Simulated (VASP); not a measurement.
Write the native input for VASP 6.6.1 that does the following.

```
Task                   : relaxation of cell and atoms
Functional             : PBE
Potentials or basis    : VASP PAW PBE potentials, release 64 (Si, Ge_d)
Cutoff                 : 600 eV
k mesh                 : 8 × 8 × 8
Occupations            : gaussian, width 0.1 eV
Spin                   : no spin polarisation
Dipole correction      : no
Further INCAR settings : ALGO = Normal; EDIFF = 1e-07; IBRION = 2; EDIFFG = -0.01; NSW = 100; ISIF = 3
```

The structure of Si3Ge2 lies in POSCAR:

```
Si3Ge2
1.0
    4.7868428040      0.0000000000      0.0000000000
    0.0000000000      4.7868428040      0.0000000000
    0.0000000000      0.0000000000      4.8692599896
Si Ge
3 2
Direct
    0.5000000000      0.5000000000      0.0000000000
    0.0000000000      0.5000000000      0.5000000000
    0.5000000000      0.0000000000      0.5000000000
    0.0000000000      0.0000000000      0.0000000000
    0.0000000000      0.0000000000      0.5000000000
```

One way to write it, as run:

INCAR

```
SYSTEM = Si3Ge2
  ALGO = Normal
  EDIFF = 1E-7
  EDIFFG = -0.01
  ENCUT = 600
  GGA = PE
  IBRION = 2
  ISIF = 3
  ISMEAR = 0
  LASPH = .True.
  LCHARG = .False.
  LREAL = .False.
  LWAVE = .False.
  NELM = 60
  NSW = 100
  PREC = Accurate
  SIGMA = 0.1
```

KPOINTS

```
k-points
0
Gamma
  8 8 8
  0 0 0
```

Potentials or basis: VASP PAW PBE potentials, release 64 (Si, Ge_d).

The run is started by

```console
$ cat potpaw_PBE.64/Si/POTCAR potpaw_PBE.64/Ge_d/POTCAR > POTCAR
$ mpirun -np 1 vasp_std > vasp.out
```

Results of the run:

* Relaxed volume: 22.17 Å³/atom
* Relaxed cell: a = 4.711 Å, b = 4.711 Å, c = 4.994 Å, α = 90.00°, β = 90.00°, γ = 90.00°
* Space group after relaxing (to 0.05 Å): P4/mmm (No. 123)
* Energy gained by relaxing: 5.7 meV/atom
* Ionic steps: 6
* Pressure after relaxing: 0.0 GPa
* Band gap on the k mesh: zero (band 20 reaches 7.39 eV, above the bottom of band 21 at 4.58 eV)

It took 12 min on 1 thread of Intel(R) Xeon(R) Platinum 8488C (Sapphire Rapids) (shared host), peak memory 0.39 GiB.
